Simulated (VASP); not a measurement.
# Tl (Pm-3m) in VASP: relaxation of cell and atoms with PBE

Aim: the relaxation of cell and atoms of Tl with PBE.

Program: VASP 6.6.1. These are calculated values, not measurements. Logs are shortened: lines on timing, memory, paths and dates and some standing lists are left out, and cuts for length are marked.

**1. The cell of the first run**

It takes space group Pm-3m (No. 221, cubic). Conventional cell: a = 3.220 Å, b = 3.220 Å, c = 3.220 Å, α = 90.00°, β = 90.00°, γ = 90.00°. Within 4.2 Å of Tl (site symmetry m-3m) lie 6 Tl at 3.22 Å.

**2. Relaxation of cell and atoms, PBE**

Contents of INCAR:

```
PREC = Accurate ; ENCUT = 600
EDIFF = 1E-6 ; ISMEAR = -1
SIGMA = 0.08 ; LREAL = False
LASPH = True ; NELM = 100
ALGO = Normal ; ISIF = 3
LWAVE = False ; LCHARG = False
GGA = PE ; IBRION = 2
NSW = 100 ; EDIFFG = -0.005
```

Contents of KPOINTS:

```
regular mesh
0
Gamma
  13 13 13
```

Contents of POSCAR:

```
Tl
1.0
    3.2195088072      0.0000000000      0.0000000000
    0.0000000000      3.2195088072      0.0000000000
    0.0000000000      0.0000000000      3.2195088072
Tl
1
Direct
    0.0000000000      0.0000000000      0.0000000000
```

Potentials or basis: VASP PAW PBE potentials, release 64 (Tl_d).

The run is started by

```bash
cat potpaw_PBE.64/Tl_d/POTCAR > POTCAR
mpirun -np 1 vasp_std > vasp.out
```

OUTCAR:

```text
PREC = Accurate
   ENCUT = 600
   EDIFF = 1E-6
   ISMEAR = -1
   LREAL = False
   LASPH = True
   NELM = 100
   ISIF = 3
   GGA = PE
   IBRION = 2
   NSW = 100
   EDIFFG = -0.005

 ion  position               nearest neighbor table
   1  0.000  0.000  0.000-

  LATTYP: Found a simple cubic cell.
 ALAT       =     3.2195088072

  Lattice vectors:

 A1 = (   3.2195088072,   0.0000000000,   0.0000000000)
 A2 = (   0.0000000000,   3.2195088072,   0.0000000000)
 A3 = (   0.0000000000,   0.0000000000,   3.2195088072)

Analysis of symmetry for initial positions (statically):
=====================================================================
 Subroutine PRICEL returns:
 Original cell was already a primitive cell.

 Routine SETGRP: Setting up the symmetry group for a
 simple cubic supercell.

 Subroutine GETGRP returns: Found 48 space group operations
 (whereof 48 operations were pure point group operations)
 out of a pool of 48 trial point group operations.

The static configuration has the point symmetry O_h .

Analysis of symmetry for dynamics (positions and initial velocities):
=====================================================================
 Subroutine PRICEL returns:
 Original cell was already a primitive cell.

 Routine SETGRP: Setting up the symmetry group for a
 simple cubic supercell.

 Subroutine GETGRP returns: Found 48 space group operations
 (whereof 48 operations were pure point group operations)
 out of a pool of 48 trial point group operations.

The dynamic configuration has the point symmetry O_h .

 Subroutine INISYM returns: Found 48 space group operations
 (whereof 48 operations are pure point group operations),
 and found     1 'primitive' translations

----------------------------------------------------------------------------------------

                                     Primitive cell

  volume of cell :      33.3710

  direct lattice vectors                    reciprocal lattice vectors
     3.219508807  0.000000000  0.000000000     0.310606387  0.000000000  0.000000000
     0.000000000  3.219508807  0.000000000     0.000000000  0.310606387  0.000000000
     0.000000000  0.000000000  3.219508807     0.000000000  0.000000000  0.310606387

  length of vectors
     3.219508807  3.219508807  3.219508807     0.310606387  0.310606387  0.310606387

  position of ions in fractional coordinates (direct lattice)
     0.000000000  0.000000000  0.000000000

  ion indices of the primitive-cell ions
   primitive index   ion index
                 1           1

----------------------------------------------------------------------------------------

 KPOINTS: regular mesh
[... 60 lines left out ...]
   ISTART =      0    job   : 0-new  1-cont  2-samecut
   ICHARG =      2    charge: 1-file 2-atom 10-const
   ISPIN  =      1    spin polarized calculation?
   LNONCOLLINEAR =      F non collinear calculations
   LSORBIT =      F    spin-orbit coupling
   LASPH  =      T    aspherical Exc in radial PAW
   ENCUT  =  600.0 eV  44.10 Ry    6.64 a.u.   6.43  6.43  6.43*2*pi/ulx,y,z
   NELM   =    100;   NELMIN=  2; NELMDL= -5     # of ELM steps
   EDIFF  = 0.1E-05   stopping-criterion for ELM
   LREAL  =      F    real-space projection
   EDIFFG = -.5E-02   stopping-criterion for IOM
   NSW    =    100    number of steps for IOM
   IBRION =      2    ionic relax: 0-MD 1-quasi-New 2-CG
   NFREE  =      1    steps in history (QN), initial steepest desc. (CG)
   ISIF   =      3    stress and relaxation
   ISYM   =      2    0-nonsym 1-usesym 2-fastsym
   POTIM  = 0.5000    time-step for ionic-motion
   TEBEG  =    0.0;   TEEND  =   0.0 temperature during run
   PSTRESS=    0.0 pullay stress
   NELECT =      13.0000    total number of electrons
   NUPDOWN=      -1.0000    fix difference up-down
   EMIN   =  10.00;   EMAX   =-10.00  energy-range for DOS
   EFERMI =   0.00;   METHOD = LEGACY
   ISMEAR =    -1;   SIGMA  =   0.08  broadening in eV -4-tet -1-fermi 0-gaus
   EFERMI_NEDOS =   21; number of points for ismear=-14 and -15
   IALGO  =     38    algorithm
   IMIX   =      4    mixing-type and parameters
     AMIX     =   0.40;   BMIX     =  1.00
     AMIX_MAG =   1.60;   BMIX_MAG =  1.00
  volume/ion in A,a.u.               =      33.37       225.20
  Fermi-wavevector in a.u.,A,eV,Ry     =   1.195638  2.259428 19.450208  1.429550
  Thomas-Fermi vector in A             =   2.331598
   LORBIT       =      0    0 simple, 1 ext, 2 COOP (PROOUT), +10 PAW based schemes
   GGA     = PE    functional components
   LHFCALC =     F    Hartree Fock is set to
   AEXX    =    0.0000 exact exchange contribution
   IVDW    =     0    specifies the selected vdW correction
   LEPSILON=     F    determine dielectric tensor
   LRPA    =     F    only Hartree local field effects (RPA)
 conjugate gradient relaxation of ions
 non-spin polarized calculation
  energy-cutoff  :      600.00
  volume of cell :       33.37
 maximum number of plane-waves:      1141
 NGX is ok and might be reduce to    28
   NGX = 13   NGY = 13   NGZ = 13

--------------------------------------- Ionic step        1  -------------------------------------------

 number of electron      13.0000001 magnetization

 Free energy of the ion-electron system (eV)
  ---------------------------------------------------
  ext. energy  EPLUGINS =         0.00000000
  ---------------------------------------------------
  free energy    TOTEN  =        -2.09356615 eV

  energy without entropy =       -2.07867169  energy(sigma->0) =       -2.08611892

 E-fermi :   5.1981     XC(G=0):  -9.3542

 val. band max:        5.1755285045   @ k =   0.4615   0.4615   0.1538
 cond. band min:       5.2421033638   @ k =   0.3077   0.0769   0.0769
 fundamental gap:      0.0665748593
 Fermi energy:         5.1981352510

 k-point     1 :       0.0000    0.0000    0.0000
  band No.  band energies     occupation
      1      -7.0139      2.00000
      2      -7.0139      2.00000
      3      -6.0830      2.00000
      4      -6.0830      2.00000
      5      -6.0830      2.00000
      6      -4.2903      2.00000
      7      11.7328      0.00000
      8      11.7328      0.00000
      9      11.7328      0.00000
     10      14.4695      0.00000
[... 368 lines left out ...]
--------------------------------------- Ionic step        3  -------------------------------------------

 number of electron      12.9999997 magnetization

 Free energy of the ion-electron system (eV)
  ---------------------------------------------------
  ext. energy  EPLUGINS =         0.00000000
  ---------------------------------------------------
  free energy    TOTEN  =        -2.09569506 eV

  energy without entropy =       -2.08052962  energy(sigma->0) =       -2.08811234

 E-fermi :   4.9538     XC(G=0):  -9.2189

 val. band max:        4.9451589674   @ k =   0.4615   0.4615   0.1538
 cond. band min:       4.9861802673   @ k =   0.3077   0.0769   0.0769
 fundamental gap:      0.0410212999
 Fermi energy:         4.9538327591

 k-point     1 :       0.0000    0.0000    0.0000
  band No.  band energies     occupation
      1      -7.2092      2.00000
      2      -7.2092      2.00000
      3      -6.3421      2.00000
      4      -6.3421      2.00000
      5      -6.3421      2.00000
      6      -4.3833      2.00000
      7      11.3481      0.00000
      8      11.3481      0.00000
      9      11.3481      0.00000
     10      13.9826      0.00000
[... 327 lines left out ...]
  FREE ENERGIE OF THE ION-ELECTRON SYSTEM (eV)
  ---------------------------------------------------
  free  energy   TOTEN  =        -2.0956950630 eV

  energy  without entropy=       -2.0805296203  energy(sigma->0) =       -2.08811234

 reached required accuracy - stopping structural energy minimisation
```

OSZICAR:

```text
N       E                     dE             d eps       ncg     rms          rms(c)
DAV:   1     0.536929694693E+02    0.53693E+02   -0.72977E+03  1728   0.125E+03
DAV:   2    -0.155190350505E+01   -0.55245E+02   -0.54460E+02  1772   0.236E+02
DAV:   3    -0.210999161097E+01   -0.55809E+00   -0.55688E+00  1882   0.233E+01
[... 20 lines left out ...]
DAV:   2    -0.209685883270E+01    0.81729E-02   -0.17124E-02  1700   0.134E+00    0.177E-01
DAV:   3    -0.209574378164E+01    0.11151E-02   -0.39705E-03  1730   0.641E-01    0.140E-01
DAV:   4    -0.209569697612E+01    0.46806E-04   -0.10123E-04  1742   0.855E-02    0.664E-03
DAV:   5    -0.209569549424E+01    0.14819E-05   -0.22802E-05  1782   0.491E-02    0.639E-03
DAV:   6    -0.209569506303E+01    0.43121E-06   -0.15674E-06   920   0.139E-02
   3 F= -.20956951E+01 E0= -.20881123E+01  d E =-.212892E-02
```

Wall time 64 s (1 thread of Intel Xeon Platinum 8175M at 2.50GHz (Skylake/Cascade Lake), shared host); peak memory 0.18 GiB.

What came out:

```yaml
Free_energy: -2.0957 eV
Relaxed_volume: 34.36 Å³/atom
Relaxed_cell: a = 3.251 Å, b = 3.251 Å, c = 3.251 Å, α = 90.00°, β = 90.00°, γ = 90.00°
Space_group_after_relaxing_to_0.05_Å: Pm-3m (No. 221)
Energy_gained_by_relaxing: 2.1 meV/atom
Ionic_steps: 3
Pressure_after_relaxing: 0.0 GPa
```

The path:
| step | energy change (eV) | largest force (eV/Å) | pressure (GPa) | volume (Å³) |
| --- | --- | --- | --- | --- |
| 1 | 0.0000 | 0.0000 | 0.71 | 33.37 |
| 2 | -0.0020 | 0.0000 | 0.18 | 34.09 |
| 3 | -0.0021 | 0.0000 | 0.01 | 34.36 |

Final structure:
```xyz
1
Lattice="3.2509 0.0000 0.0000 0.0000 3.2509 0.0000 0.0000 0.0000 3.2509" Properties=species:S:1:pos:R:3 pbc="T T T"
Tl    0.0000    0.0000    0.0000
```

Caveat: spin-orbit coupling is left out, which moves the levels of the heavy elements.
